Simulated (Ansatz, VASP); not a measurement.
## Two plane-wave programs on Na3FeSb

```xyz
5
Lattice="5.8355 0.0000 0.0000 0.0000 5.8355 0.0000 0.0000 0.0000 5.8355" Properties=species:S:1:pos:R:3 pbc="T T T"
Na    0.0000    2.9178    2.9178
Na    2.9178    0.0000    2.9178
Na    2.9178    2.9178    0.0000
Fe    0.0000    0.0000    0.0000
Sb    2.9178    2.9178    2.9178
```

Alike in both runs: functional PBE; k mesh 4 × 4 × 4; occupations gaussian, width 0.1 eV; collinear spin.

Ansatz relaxed the structure, and its values are those at the end. VASP's run is a single point on that final structure, the one shown.

|  | VASP | Ansatz |
| --- | --- | --- |
| version | VASP 6.6.1 | Ansatz 0.2.0 |
| potentials or method | VASP PAW PBE potentials, release 64 (Na_pv, Fe, Sb), cutoff 520 eV | scalar-relativistic, plane waves, PAW |
| valence electrons in the cell | 34 | 58 |

|  | VASP | Ansatz | Ansatz less VASP |
| --- | --- | --- | --- |
| gap on the k mesh at the Fermi level (eV) | none | none | - |
| pressure (GPa) | 0.3 | 0.3 | -0.03 |
| net moment per atom (μB) | 0.80 | 0.80 | +0.001 |
| size of the moment on the site where the two differ most (μB) | 3.41 | 3.71 | +0.296 |

Site moments also hang on the region over which each program counts them. A gap of «none» marks a metal or a gap that the smearing closes. The functional is the same, so the differences come from potentials, cutoffs and numerics. VASP's potentials hold 34 valence electrons a cell and Ansatz's 58, so a difference there can come from the potentials and not from the codes.

Spin-orbit coupling is off throughout.
